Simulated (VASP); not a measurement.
# KSiH in VASP: further runs, part 2 of 2

VASP 6.6.1.

## Step 3: Single point, PBE

This run uses another cell than the first one, of 17.38 Å³/atom.

INCAR

```
SYSTEM = KSiH
PREC = Accurate ; ENCUT = 500
EDIFF = 1E-6 ; ISMEAR = 0
SIGMA = 0.1 ; LREAL = .False.
LASPH = .True. ; NELM = 120
ALGO = Normal ; ISIF = 2
LWAVE = .False. ; LCHARG = .True.
GGA = PE ; LELF = .True.
LVHAR = .True. ; NBANDS = 14
GGA_COMPAT = .False.
```

KPOINTS

```
Automatic mesh
0
Gamma
  14 14 8
  0 0 0
```

POSCAR

```
KSiH
1.0
    3.0878741972      0.0000000000      0.0000000000
    0.0000000000      3.0878741972      0.0000000000
    0.0000000000      0.0000000000      5.4677957630
K Si H
1 1 1
Direct
    0.5000000000      0.5000000000      0.0000000000
    0.0000000000      0.0000000000      0.5000000000
    0.5000000000      0.5000000000      0.5000000000
```

Potentials or basis: VASP PAW PBE potentials, release 64 (K_sv, Si, H).

The run is started by

```bash
$ cat potpaw_PBE.64/K_sv/POTCAR potpaw_PBE.64/Si/POTCAR potpaw_PBE.64/H/POTCAR > POTCAR
$ mpirun -np 1 vasp_std > vasp.out
```

OUTCAR:

```text
SYSTEM = KSiH
   PREC = Accurate
   ENCUT = 500
   EDIFF = 1E-6
   ISMEAR = 0
   LREAL = .False.
   LASPH = .True.
   NELM = 120
   ISIF = 2
   GGA = PE

 ion  position               nearest neighbor table
   1  0.500  0.500  0.000-
   2  0.000  0.000  0.500-
   3  0.500  0.500  0.500-

  LATTYP: Found a simple tetragonal cell.
 ALAT       =     3.0878741972
 C/A-ratio  =     1.7707313879

  Lattice vectors:

 A1 = (   3.0878741972,   0.0000000000,   0.0000000000)
 A2 = (   0.0000000000,   3.0878741972,   0.0000000000)
 A3 = (   0.0000000000,   0.0000000000,   5.4677957630)

Analysis of symmetry for initial positions (statically):
=====================================================================
 Subroutine PRICEL returns:
 Original cell was already a primitive cell.

 Routine SETGRP: Setting up the symmetry group for a
 simple tetragonal supercell.

 Subroutine GETGRP returns: Found 16 space group operations
 (whereof 16 operations were pure point group operations)
 out of a pool of 16 trial point group operations.

The static configuration has the point symmetry D_4h.

Analysis of symmetry for dynamics (positions and initial velocities):
=====================================================================
 Subroutine PRICEL returns:
 Original cell was already a primitive cell.

 Routine SETGRP: Setting up the symmetry group for a
 simple tetragonal supercell.

 Subroutine GETGRP returns: Found 16 space group operations
 (whereof 16 operations were pure point group operations)
 out of a pool of 16 trial point group operations.

The dynamic configuration has the point symmetry D_4h.

 Subroutine INISYM returns: Found 16 space group operations
 (whereof 16 operations are pure point group operations),
 and found     1 'primitive' translations

----------------------------------------------------------------------------------------

                                     Primitive cell

  volume of cell :      52.1353

  direct lattice vectors                    reciprocal lattice vectors
     3.087874197  0.000000000  0.000000000     0.323847390  0.000000000  0.000000000
     0.000000000  3.087874197  0.000000000     0.000000000  0.323847390  0.000000000
     0.000000000  0.000000000  5.467795763     0.000000000  0.000000000  0.182889055

  length of vectors
     3.087874197  3.087874197  5.467795763     0.323847390  0.323847390  0.182889055

  position of ions in fractional coordinates (direct lattice)
     0.500000000  0.500000000  0.000000000
     0.000000000  0.000000000  0.500000000
     0.500000000  0.500000000  0.500000000

  ion indices of the primitive-cell ions
   primitive index   ion index
                 1           1
                 2           2
                 3           3

----------------------------------------------------------------------------------------

 KPOINTS: Automatic mesh

Automatic generation of k-mesh.
 Grid dimensions read from file:
 generate k-points for:   14   14    8

 Generating k-lattice:

  Cartesian coordinates                     Fractional coordinates (reciprocal lattice)
     0.023131956  0.000000000  0.000000000     0.071428571  0.000000000  0.000000000
     0.000000000  0.023131956  0.000000000     0.000000000  0.071428571  0.000000000
[... 42 lines left out ...]
   total plane-waves  NPLWV =  23040
   dimension x,y,z NGX =    24 NGY =   24 NGZ =   40
   dimension x,y,z NGXF=    48 NGYF=   48 NGZF=   80
   ions per type =               1   1   1
   NGX,Y,Z   is equivalent  to a cutoff of  12.92, 12.92, 12.16 a.u.
   NGXF,Y,Z  is equivalent  to a cutoff of  25.84, 25.84, 24.32 a.u.
 SYSTEM =  KSiH
   PREC   = accura    normal or accurate (medium, high low for compatibility)
   ISTART =      0    job   : 0-new  1-cont  2-samecut
   ICHARG =      2    charge: 1-file 2-atom 10-const
   ISPIN  =      1    spin polarized calculation?
   LNONCOLLINEAR =      F non collinear calculations
   LSORBIT =      F    spin-orbit coupling
   LASPH  =      T    aspherical Exc in radial PAW
   ENCUT  =  500.0 eV  36.75 Ry    6.06 a.u.   5.63  5.63  9.97*2*pi/ulx,y,z
   NELM   =    120;   NELMIN=  2; NELMDL= -5     # of ELM steps
   EDIFF  = 0.1E-05   stopping-criterion for ELM
   LREAL  =      F    real-space projection
   EDIFFG = 0.1E-04   stopping-criterion for IOM
   NSW    =      0    number of steps for IOM
   IBRION =     -1    ionic relax: 0-MD 1-quasi-New 2-CG
   NFREE  =      0    steps in history (QN), initial steepest desc. (CG)
   ISIF   =      2    stress and relaxation
   ISYM   =      2    0-nonsym 1-usesym 2-fastsym
   POTIM  = 0.5000    time-step for ionic-motion
   TEBEG  =    0.0;   TEEND  =   0.0 temperature during run
   PSTRESS=    0.0 pullay stress
   NELECT =      14.0000    total number of electrons
   NUPDOWN=      -1.0000    fix difference up-down
   EMIN   =  10.00;   EMAX   =-10.00  energy-range for DOS
   EFERMI =   0.00;   METHOD = LEGACY
   ISMEAR =     0;   SIGMA  =   0.10  broadening in eV -4-tet -1-fermi 0-gaus
   EFERMI_NEDOS =   21; number of points for ismear=-14 and -15
   IALGO  =     38    algorithm
   IMIX   =      4    mixing-type and parameters
     AMIX     =   0.40;   BMIX     =  1.00
     AMIX_MAG =   1.60;   BMIX_MAG =  1.00
  volume/ion in A,a.u.               =      17.38       117.28
  Fermi-wavevector in a.u.,A,eV,Ry     =   1.056186  1.995902 15.177688  1.115529
  Thomas-Fermi vector in A             =   2.191412
   LORBIT       =      0    0 simple, 1 ext, 2 COOP (PROOUT), +10 PAW based schemes
   GGA     = PE    functional components
   LHFCALC =     F    Hartree Fock is set to
   AEXX    =    0.0000 exact exchange contribution
   IVDW    =     0    specifies the selected vdW correction
   LEPSILON=     F    determine dielectric tensor
   LRPA    =     F    only Hartree local field effects (RPA)
 non-spin polarized calculation
 Gauss-broadening in eV      SIGMA  =   0.10
  energy-cutoff  :      500.00
  volume of cell :       52.14
 maximum number of plane-waves:      1340
 NGX is ok and might be reduce to    24
   NGX = 11   NGY = 11   NGZ = 19

 number of electron      14.0000002 magnetization

 Free energy of the ion-electron system (eV)
  ---------------------------------------------------
  ext. energy  EPLUGINS =         0.00000000
  ---------------------------------------------------
  free energy    TOTEN  =        -8.23440120 eV

  energy without entropy =       -8.22694329  energy(sigma->0) =       -8.23067224

 E-fermi :   3.3784     XC(G=0):  -9.1442

 val. band max:        3.3718247901   @ k =   0.4286   0.2857   0.2500
 cond. band min:       3.3792341491   @ k =   0.1429   0.0714   0.2500
 fundamental gap:      0.0074093590
 Fermi energy:         3.3783840150

 k-point     1 :       0.0000    0.0000    0.0000
  band No.  band energies     occupation
      1     -27.8657      2.00000
      2     -11.2865      2.00000
      3     -10.7572      2.00000
      4     -10.7572      2.00000
      5      -6.7480      2.00000
      6       1.8707      2.00000
      7       3.4977      0.09150
      8       6.8187      0.00000
      9       7.3125      0.00000
     10       7.5963      0.00000
     11       7.5963      0.00000
     12      10.2480      0.00000
     13      10.9306      0.00000
     14      11.4835      0.00000
[... 377 lines left out ...]
      1     -27.6485      2.00000
      2     -11.7694      2.00000
      3     -11.1566      2.00000
      4     -11.0234      2.00000
      5      -4.1366      2.00000
      6      -0.1141      2.00000
      7       3.0439      2.00000
      8       4.2723      0.00000
      9       6.8583      0.00000
     10       7.8173      0.00000
     11       8.0471      0.00000
     12       9.7992      0.00000
     13      10.8035      0.00000
     14      11.2613      0.00000

 [... further k-points ...]

------------------------ aborting loop because EDIFF is reached ----------------------------------------

  FORCE on cell =-STRESS in cart. coord.  units (eV):
  Direction    XX          YY          ZZ          XY          YZ          ZX
  --------------------------------------------------------------------------------------
  -------------------------------------------------------------------------------------
  Total        0.0192025      0.0192025      0.0302656      0.0000000      0.0000000      0.0000000
  in kB        0.5901144      0.5901144      0.9300967      0.0000000      0.0000000      0.0000000
  external PRESSURE =       0.7034418 kB  Pullay stress =       0.0000000 kB

 VOLUME and BASIS-vectors are now :
 -----------------------------------------------------------------------------
  energy-cutoff  :      500.00
  volume of cell :       52.14
      direct lattice vectors                 reciprocal lattice vectors
     3.087874197  0.000000000  0.000000000     0.323847390  0.000000000  0.000000000
     0.000000000  3.087874197  0.000000000     0.000000000  0.323847390  0.000000000
     0.000000000  0.000000000  5.467795763     0.000000000  0.000000000  0.182889055

 POSITION                                       TOTAL-FORCE (eV/Angst)
 -----------------------------------------------------------------------------------
      1.54394      1.54394      0.00000         0.000000      0.000000      0.000000
      0.00000      0.00000      2.73390         0.000000      0.000000      0.000000
      1.54394      1.54394      2.73390         0.000000      0.000000      0.000000
 -----------------------------------------------------------------------------------
    total drift:                                0.000000     -0.000000     -0.000000

  FREE ENERGIE OF THE ION-ELECTRON SYSTEM (eV)
  ---------------------------------------------------
  free  energy   TOTEN  =        -8.2344011956 eV

  energy  without entropy=       -8.2269432886  energy(sigma->0) =       -8.23067224
```

It took 2.3 min on 1 thread of Intel Xeon 8259CL, shared host; peak memory 0.26 GiB.

Results:

```yaml
Free_energy: -8.2344 eV
Pressure: 0.1 GPa
Band_gap_on_the_k_mesh: zero (bands 7 and 8 overlap by 3.99 eV)
```

Levels at points of the mesh, in eV from the Fermi level:
```
           k point  band 5  band 6  band 7  band 8  band 9  band 10
(0.00, 0.00, 0.00)  -10.13   -1.51    0.12    3.44    3.93     4.22
(0.50, 0.00, 0.00)   -6.44   -6.31   -0.68    3.79    4.42     4.93
(0.50, 0.50, 0.00)   -3.97   -3.47   -1.64   -1.64    2.05     2.32
(0.00, 0.00, 0.50)   -9.74   -2.99    2.11    2.98    3.98     3.98
(0.50, 0.00, 0.50)   -6.60   -6.04   -0.12    2.19    4.51     5.13
(0.50, 0.50, 0.50)   -3.78   -3.23   -1.88   -1.88    0.04     5.46
```

## Step 4: Relaxation of cell and atoms, PBE

INCAR

```
SYSTEM = KSiH
PREC = Accurate
ENCUT = 500
EDIFF = 1E-7
ISMEAR = 0
SIGMA = 0.1
LREAL = .False.
LASPH = .True.
NELM = 120
ALGO = Normal
ISIF = 3
LWAVE = .False.
LCHARG = .False.
GGA = PE
IBRION = 2
NSW = 100
EDIFFG = -0.01
GGA_COMPAT = .False.
NELMIN = 4
```

KPOINTS

```
regular mesh
0
Gamma
  14 14 8
  0 0 0
```

POSCAR

```
KSiH
1.0
    3.1298668296      0.0000000000      0.0000000000
    0.0000000000      3.1298668296      0.0000000000
    0.0000000000      0.0000000000      5.4432782622
K Si H
1 1 1
Direct
    0.5000000000      0.5000000000      0.0000000000
    0.0000000000      0.0000000000      0.5000000000
    0.5000000000      0.5000000000      0.5000000000
```

The run is started by

```bash
$ cat potpaw_PBE.64/K_sv/POTCAR potpaw_PBE.64/Si/POTCAR potpaw_PBE.64/H/POTCAR > POTCAR
$ mpirun -np 1 vasp_std > vasp.out
```

It took 3.8 min on 1 thread of Intel Xeon 8259CL, shared host; peak memory 0.26 GiB.

It converged, with:

```
Free energy                           : -8.2349 eV
Relaxed volume                        : 17.42 Å³/atom
Relaxed cell                          : a = 3.092 Å, b = 3.092 Å, c = 5.468 Å, α = 90.00°, β = 90.00°, γ = 90.00°
Space group after relaxing (to 0.1 Å) : P4/mmm (No. 123)
Energy gained by relaxing             : 1.3 meV/atom
Ionic steps                           : 3
Pressure after relaxing               : 0.0 GPa
Band gap on the k mesh                : zero (bands 7 and 8 overlap by 3.97 eV)
```

Stress tensor (GPa, compression positive):
```
-0.03  0.00  0.00
 0.00 -0.03  0.00
 0.00  0.00  0.07
```

The path:
| step | energy change (eV) | largest force (eV/Å) | pressure (GPa) | volume (Å³) |
| --- | --- | --- | --- | --- |
| 1 | 0.0000 | 0.0000 | -0.44 | 53.32 |
| 2 | -0.0021 | 0.0000 | -0.29 | 52.94 |
| 3 | -0.0038 | 0.0000 | 0.00 | 52.27 |

Final structure:
```cif
data_structure
_symmetry_space_group_name_H-M 'P 1'
_symmetry_Int_Tables_number 1
_cell_length_a 3.0918
_cell_length_b 3.0918
_cell_length_c 5.4678
_cell_angle_alpha 90.000
_cell_angle_beta 90.000
_cell_angle_gamma 90.000
_cell_volume 52.27
loop_
_atom_site_label
_atom_site_type_symbol
_atom_site_fract_x
_atom_site_fract_y
_atom_site_fract_z
_atom_site_occupancy
K1 K 0.50000 0.50000 0.00000 1
Si1 Si 0.00000 0.00000 0.50000 1
H1 H 0.50000 0.50000 0.50000 1
```

Levels at points of the mesh, in eV from the Fermi level:
```
           k point  band 3  band 4  band 5  band 6  band 7  band 8  band 9  band 10  band 11
(0.00, 0.00, 0.00)  -14.13  -14.13  -10.10   -1.50    0.12    3.42    3.94     4.20     4.20
(0.50, 0.00, 0.00)  -14.43  -14.01   -6.44   -6.29   -0.67    3.79    4.42     4.92     5.70
(0.50, 0.50, 0.00)  -15.19  -14.24   -3.98   -3.46   -1.63   -1.63    2.04     2.33     3.60
(0.00, 0.00, 0.50)  -14.13  -14.13   -9.72   -2.98    2.10    2.98    3.97     3.97     4.13
(0.50, 0.00, 0.50)  -14.46  -14.01   -6.60   -6.02   -0.12    2.20    4.52     5.14     6.03
(0.50, 0.50, 0.50)  -15.19  -14.26   -3.79   -3.21   -1.87   -1.87    0.04     5.46     6.01
```

## Step 5: The runs side by side

| task | cell | k mesh | gap on the mesh (eV) | pressure (GPa) |
| --- | --- | --- | --- | --- |
| single point | a = 3.130, b = 3.130, c = 5.443 Å, 3 atoms | 6 × 6 × 4 | none | 0.0 |
| single point | a = 3.088, b = 3.088, c = 5.468 Å, 3 atoms | 14 × 14 × 8 | none | 0.1 |
| relaxation of cell and atoms | relaxed from a = 3.130, b = 3.130, c = 5.443 Å, 3 atoms | 14 × 14 × 8 | none | 0.0 |

Alike in all rows: level PBE; potentials or basis VASP PAW PBE potentials, release 64 (K_sv, Si, H); no spin polarisation; cutoff (eV) 500; smearing gaussian 0.1 eV.

Absolute energies hang on the potentials; compare differences alone.
